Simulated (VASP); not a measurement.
# Mg (P6_3/mmc) in VASP: further runs

The runs below take Mg through electric field gradients, with PBEsol.

Everything below comes from runs of VASP 6.6.1. Logs are shortened: lines on timing, memory, paths and dates and some standing lists are left out, and cuts for length are marked.

### 1 The cell of the first run

The structure is hexagonal, space group P6_3/mmc (No. 194). Conventional cell: a = 3.145 Å, b = 3.145 Å, c = 5.210 Å, α = 90.00°, β = 90.00°, γ = 120.00°. Within 4.1 Å of Mg (site symmetry -6m2) lie 12 Mg at 3.15 to 3.18 Å.

### 2 Electric field gradients, PBEsol (equal xx and yy strain of -2 %)

Contents of INCAR:

```
SYSTEM = Mg
ALGO     = Normal         ! electronic algorithm
EDIFF    = 1E-8           ! SCF threshold, eV
ENCUT    = 520            ! plane-wave cutoff, eV
GGA      = PS             ! functional
ISIF     = 2              ! what is computed and relaxed
ISMEAR   = -1             ! smearing method
LASPH    = .True.         ! aspherical terms in the spheres
LCHARG   = .False.        ! write CHGCAR
LEFG     = .True.       
LREAL    = .False.        ! projectors in reciprocal space
LWAVE    = .False.        ! write WAVECAR
NBANDS   = 9              ! bands
NELM     = 80             ! most SCF steps
PREC     = Accurate       ! precision mode
SIGMA    = 0.08           ! smearing width, eV
```

Contents of KPOINTS:

```
k-points
0
Gamma
  12 12 7
  0 0 0
```

Contents of POSCAR:

```
Mg
1.0
    3.1450861018      0.0000000000      0.0000000000
   -1.5725430509      2.7237244613      0.0000000000
    0.0000000000      0.0000000000      5.2103300000
Mg
2
Direct
    0.3333333333      0.6666666667      0.2500000000
    0.6666666667      0.3333333333      0.7500000000
```

Potentials or basis: VASP PAW PBE potentials, release 64 (Mg).

Run with:

```
cat potpaw_PBE.64/Mg/POTCAR > POTCAR
mpirun -np 1 vasp_std > vasp.out
```

OUTCAR:

```text
SYSTEM = Mg
   EDIFF = 1E-8
   ENCUT = 520
   GGA = PS
   ISIF = 2
   ISMEAR = -1
   LASPH = .True.
   LREAL = .False.
   NELM = 80
   PREC = Accurate

 ion  position               nearest neighbor table
   1  0.333  0.667  0.250-   2 3.18   2 3.18   2 3.18   2 3.18   2 3.18   2 3.18
   2  0.667  0.333  0.750-   1 3.18   1 3.18   1 3.18   1 3.18   1 3.18   1 3.18

  LATTYP: Found a hexagonal cell.
 ALAT       =     3.1450861018
 C/A-ratio  =     1.6566573478

  Lattice vectors:

 A1 = (   3.1450861018,   0.0000000000,   0.0000000000)
 A2 = (  -1.5725430509,   2.7237244613,   0.0000000000)
 A3 = (   0.0000000000,   0.0000000000,   5.2103300000)

Analysis of symmetry for initial positions (statically):
=====================================================================
 Subroutine PRICEL returns:
 Original cell was already a primitive cell.

 Routine SETGRP: Setting up the symmetry group for a
 hexagonal supercell.

 Subroutine GETGRP returns: Found 24 space group operations
 (whereof 12 operations were pure point group operations)
 out of a pool of 24 trial point group operations.

The static configuration has the point symmetry D_3d.
 The point group associated with its full space group is D_6h.

Analysis of symmetry for dynamics (positions and initial velocities):
=====================================================================
 Subroutine PRICEL returns:
 Original cell was already a primitive cell.

 Routine SETGRP: Setting up the symmetry group for a
 hexagonal supercell.

 Subroutine GETGRP returns: Found 24 space group operations
 (whereof 12 operations were pure point group operations)
 out of a pool of 24 trial point group operations.

The dynamic configuration has the point symmetry D_3d.
 The point group associated with its full space group is D_6h.

 Subroutine INISYM returns: Found 24 space group operations
 (whereof 12 operations are pure point group operations),
 and found     1 'primitive' translations

----------------------------------------------------------------------------------------

                                     Primitive cell

  volume of cell :      44.6335

  direct lattice vectors                    reciprocal lattice vectors
     3.145086102  0.000000000  0.000000000     0.317956319  0.183572166  0.000000000
    -1.572543051  2.723724461  0.000000000     0.000000000  0.367144333  0.000000000
     0.000000000  0.000000000  5.210330000     0.000000000  0.000000000  0.191926423

  length of vectors
     3.145086102  3.145086102  5.210330000     0.367144333  0.367144333  0.191926423

  position of ions in fractional coordinates (direct lattice)
     0.333333333  0.666666667  0.250000000
     0.666666667  0.333333333  0.750000000

  ion indices of the primitive-cell ions
   primitive index   ion index
                 1           1
                 2           2

----------------------------------------------------------------------------------------

 KPOINTS: k-points

Automatic generation of k-mesh.
 Grid dimensions read from file:
 generate k-points for:   12   12    7

 Generating k-lattice:

  Cartesian coordinates                     Fractional coordinates (reciprocal lattice)
     0.026496360  0.015297681  0.000000000     0.083333333 -0.000000000  0.000000000
     0.000000000  0.030595361  0.000000000     0.000000000  0.083333333  0.000000000
     0.000000000  0.000000000  0.027418060     0.000000000  0.000000000  0.142857143

  Length of vectors
     0.030595361  0.030595361  0.027418060

  Shift w.r.t. Gamma in fractional coordinates (k-lattice)
     0.000000000  0.000000000  0.000000000

 Subroutine IBZKPT returns following result:
 ===========================================

 Found     76 irreducible k-points:

 Following reciprocal coordinates:
            Coordinates               Weight
  0.000000  0.000000  0.000000      1.000000
  0.083333  0.000000  0.000000      6.000000
  0.166667  0.000000  0.000000      6.000000
  0.250000  0.000000  0.000000      6.000000
  0.333333  0.000000  0.000000      6.000000
  0.416667  0.000000  0.000000      6.000000
[... 16 lines left out ...]
  0.250000  0.000000  0.142857     12.000000
  0.333333  0.000000  0.142857     12.000000
 [... further k-points ...]
   k-points           NKPTS =     76   k-points in BZ     NKDIM =     76   number of bands    NBANDS=      9
   number of dos      NEDOS =    301   number of ions     NIONS =      2
   total plane-waves  NPLWV =  23040
   dimension x,y,z NGX =    24 NGY =   24 NGZ =   40
   dimension x,y,z NGXF=    48 NGYF=   48 NGZF=   80
   ions per type =               2
   NGX,Y,Z   is equivalent  to a cutoff of  12.69, 12.69, 12.76 a.u.
   NGXF,Y,Z  is equivalent  to a cutoff of  25.37, 25.37, 25.53 a.u.
 SYSTEM =  Mg
   PREC   = accura    normal or accurate (medium, high low for compatibility)
   ISTART =      0    job   : 0-new  1-cont  2-samecut
   ICHARG =      2    charge: 1-file 2-atom 10-const
   ISPIN  =      1    spin polarized calculation?
   LNONCOLLINEAR =      F non collinear calculations
   LSORBIT =      F    spin-orbit coupling
   LASPH  =      T    aspherical Exc in radial PAW
   ENCUT  =  520.0 eV  38.22 Ry    6.18 a.u.   5.85  5.85  9.69*2*pi/ulx,y,z
   NELM   =     80;   NELMIN=  2; NELMDL= -5     # of ELM steps
   EDIFF  = 0.1E-07   stopping-criterion for ELM
   LREAL  =      F    real-space projection
   EDIFFG = 0.1E-06   stopping-criterion for IOM
   NSW    =      0    number of steps for IOM
   IBRION =     -1    ionic relax: 0-MD 1-quasi-New 2-CG
   NFREE  =      0    steps in history (QN), initial steepest desc. (CG)
   ISIF   =      2    stress and relaxation
   ISYM   =      2    0-nonsym 1-usesym 2-fastsym
   POTIM  = 0.5000    time-step for ionic-motion
   TEBEG  =    0.0;   TEEND  =   0.0 temperature during run
   PSTRESS=    0.0 pullay stress
   NELECT =       4.0000    total number of electrons
   NUPDOWN=      -1.0000    fix difference up-down
   EMIN   =  10.00;   EMAX   =-10.00  energy-range for DOS
   EFERMI =   0.00;   METHOD = LEGACY
   ISMEAR =    -1;   SIGMA  =   0.08  broadening in eV -4-tet -1-fermi 0-gaus
   EFERMI_NEDOS =   21; number of points for ismear=-14 and -15
   IALGO  =     38    algorithm
   IMIX   =      4    mixing-type and parameters
     AMIX     =   0.40;   BMIX     =  1.00
     AMIX_MAG =   1.60;   BMIX_MAG =  1.00
  volume/ion in A,a.u.               =      22.32       150.60
  Fermi-wavevector in a.u.,A,eV,Ry     =   0.732613  1.384437  7.302540  0.536722
  Thomas-Fermi vector in A             =   1.825119
   LORBIT       =      0    0 simple, 1 ext, 2 COOP (PROOUT), +10 PAW based schemes
   GGA     = PS    functional components
   LHFCALC =     F    Hartree Fock is set to
   AEXX    =    0.0000 exact exchange contribution
   IVDW    =     0    specifies the selected vdW correction
   LEPSILON=     F    determine dielectric tensor
   LRPA    =     F    only Hartree local field effects (RPA)
 non-spin polarized calculation
  energy-cutoff  :      520.00
  volume of cell :       44.63
 maximum number of plane-waves:      1224
 NGX is ok and might be reduce to    24
   NGX = 11   NGY = 11   NGZ = 19

 number of electron       4.0000000 magnetization

 Free energy of the ion-electron system (eV)
  ---------------------------------------------------
  ext. energy  EPLUGINS =         0.00000000
  ---------------------------------------------------
  free energy    TOTEN  =        -3.45052244 eV

  energy without entropy =       -3.43212815  energy(sigma->0) =       -3.44132530

 E-fermi :   2.7161     XC(G=0):  -8.6228

 val. band max:        2.6952875444   @ k =   0.4167   0.0833   0.4286
 cond. band min:       2.7308819278   @ k =   0.0000   0.0000   0.1429
 fundamental gap:      0.0355943834
 Fermi energy:         2.7161299780

 k-point     1 :       0.0000    0.0000    0.0000
  band No.  band energies     occupation
      1      -4.3116      2.00000
      2       0.9038      2.00000
      3       1.3155      2.00000
      4      14.0470      0.00000
      5      14.0470      0.00000
      6      14.2714      0.00000
      7      14.2714      0.00000
      8      14.5696      0.00000
      9      16.6608      0.00000

 k-point     2 :       0.0833    0.0000    0.0000
  band No.  band energies     occupation
      1      -4.1704      2.00000
      2       1.0326      2.00000
      3       1.4527      2.00000
      4      11.7398      0.00000
      5      12.8771      0.00000
      6      13.6249      0.00000
      7      15.3522      0.00000
      8      15.6033      0.00000
      9      16.4286      0.00000
[... 253 lines left out ...]
 k-point    24 :       0.3333    0.0000    0.1429
  band No.  band energies     occupation
      1      -1.9678      2.00000
      2       1.7964      1.99998
      3       4.2205      0.00000
      4       5.2237      0.00000
      5       8.0879      0.00000
      6      10.4639      0.00000
      7      10.5217      0.00000
      8      12.4237      0.00000
      9      13.8228      0.00000

 [... further k-points ...]
[... 5 lines left out ...]
  --------------------------------------------------------------------------------------
  -------------------------------------------------------------------------------------
  Total        0.2864051      0.2864051     -0.3161910      0.0000000      0.0000000      0.0000000
  in kB       10.2808827     10.2808827    -11.3500849      0.0000000      0.0000000      0.0000000
  external PRESSURE =       3.0705602 kB  Pullay stress =       0.0000000 kB

 VOLUME and BASIS-vectors are now :
 -----------------------------------------------------------------------------
  energy-cutoff  :      520.00
  volume of cell :       44.63
      direct lattice vectors                 reciprocal lattice vectors
     3.145086102  0.000000000  0.000000000     0.317956319  0.183572166  0.000000000
    -1.572543051  2.723724461  0.000000000     0.000000000  0.367144333  0.000000000
     0.000000000  0.000000000  5.210330000     0.000000000  0.000000000  0.191926423

 POSITION                                       TOTAL-FORCE (eV/Angst)
 -----------------------------------------------------------------------------------
     -0.00000      1.81582      1.30258         0.000000     -0.000000      0.000000
      1.57254      0.90791      3.90775        -0.000000      0.000000      0.000000
 -----------------------------------------------------------------------------------
    total drift:                                0.000000     -0.000000      0.000000

  FREE ENERGIE OF THE ION-ELECTRON SYSTEM (eV)
  ---------------------------------------------------
  free  energy   TOTEN  =        -3.4505224440 eV

  energy  without entropy=       -3.4321281464  energy(sigma->0) =       -3.44132530

 Electric field gradients (V/A^2)
---------------------------------------------------------------------
 ion       V_xx      V_yy      V_zz      V_xy      V_xz      V_yz
---------------------------------------------------------------------
   1      -1.055    -1.055     2.109    -0.000    -0.000     0.000
   2      -1.055    -1.055     2.109    -0.000     0.000    -0.000
---------------------------------------------------------------------

 Electric field gradients after diagonalization (V/A^2)
 (convention: |V_zz| > |V_xx| > |V_yy|)
----------------------------------------------------------------------
 ion       V_xx      V_yy      V_zz     asymmetry (V_yy - V_xx)/ V_zz
----------------------------------------------------------------------
   1      -1.055    -1.055     2.109       0.000
   2      -1.055    -1.055     2.109       0.000
----------------------------------------------------------------------

           NMR quadrupolar parameters

 Cq : quadrupolar parameter    Cq=e*Q*V_zz/h
 eta: asymmetry parameters     (V_yy - V_xx)/ V_zz
 Q  : nuclear electric quadrupole moment in mb (millibarn)
----------------------------------------------------------------------
 ion       Cq(MHz)       eta       Q (mb)
----------------------------------------------------------------------
   1       0.005       0.000       1.000
   2       0.005       0.000       1.000
----------------------------------------------------------------------
```

Wall time 18 s (1 thread of Intel Xeon Platinum 8488C (Sapphire Rapids), shared host); peak memory 0.17 GiB.

Results:

```
Free energy            : -3.4505 eV
Pressure               : 0.3 GPa
Band gap on the k mesh : zero (band 2 reaches 3.79 eV, above the bottom of band 3 at 1.32 eV)
```

Levels at points of the mesh, in eV from the Fermi level:
| k point | band 1 | band 2 | band 3 | band 4 | band 5 |
| --- | --- | --- | --- | --- | --- |
| (0.00, 0.00, 0.00) | -7.03 | -1.81 | -1.40 | 11.33 | 11.33 |
| (0.50, 0.00, 0.00) | -2.12 | -2.05 | 2.70 | 3.01 | 3.24 |

Electric field gradients, principal values (V/Å²):
| atom | least | middle | greatest (by size) |
| --- | --- | --- | --- |
| 1 Mg | -1.055 | -1.055 | 2.109 |
| 2 Mg | -1.055 | -1.055 | 2.109 |

Caveat: the cell differs from its parent crystal (equal xx and yy strain of -2 %); without QUAD_EFG the Cq values of the log hold for a quadrupole moment of 1 mb, not for the nuclei; the PAW data sets were made with another functional, which shifts forces and pressure a little.

(Continued in part 2 of 3.)
